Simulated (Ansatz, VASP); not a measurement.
WS2: VASP beside Ansatz

```
W S
1.0
     3.18000    0.00000    0.00000
    -1.59000    2.75396    0.00000
     0.00000    0.00000   12.50000
W S
2 4
Cartesian
  0.0000 1.8360 3.1250
  1.5900 0.9180 9.3750
  0.0000 1.8360 7.8400
  1.5900 0.9180 1.5000
  0.0000 1.8360 11.0000
  1.5900 0.9180 4.7500
```

Change from the starting cell: one atom moved.

Alike in both runs: task single point; functional PBE; k mesh 12 × 12 × 4; occupations gaussian, width 0.02 eV; no spin polarisation.

|  | VASP | Ansatz |
| --- | --- | --- |
| version | VASP 6.6.1 | Ansatz 0.2.0 |
| potentials or method | VASP PAW PBE potentials, release 64 (W_sv, S), cutoff 520 eV | scalar-relativistic, plane waves, PAW |
| valence electrons in the cell | 52 | 52 |

|  | VASP | Ansatz | Ansatz less VASP |
| --- | --- | --- | --- |
| gap on the k mesh at the Fermi level (eV) | 1.00 | 0.98 | -0.014 |
| least direct gap on the mesh (eV) | 1.72 | 1.72 | -0.004 |
| pressure (GPa) | -1.5 | -1.5 | +0.04 |
| traceless stress, the component that is largest in VASP (GPa) | -1.69 | -1.69 | -0.001 |
| rms of the force components (eV/Å) | 0.538 | 0.539 | +0.0007 |

Atom by atom the forces differ by 0.001 eV/Å (rms over components). With one functional, cell and mesh, what is left measures potentials, basis and numerics.

Neither program's run includes spin-orbit coupling.
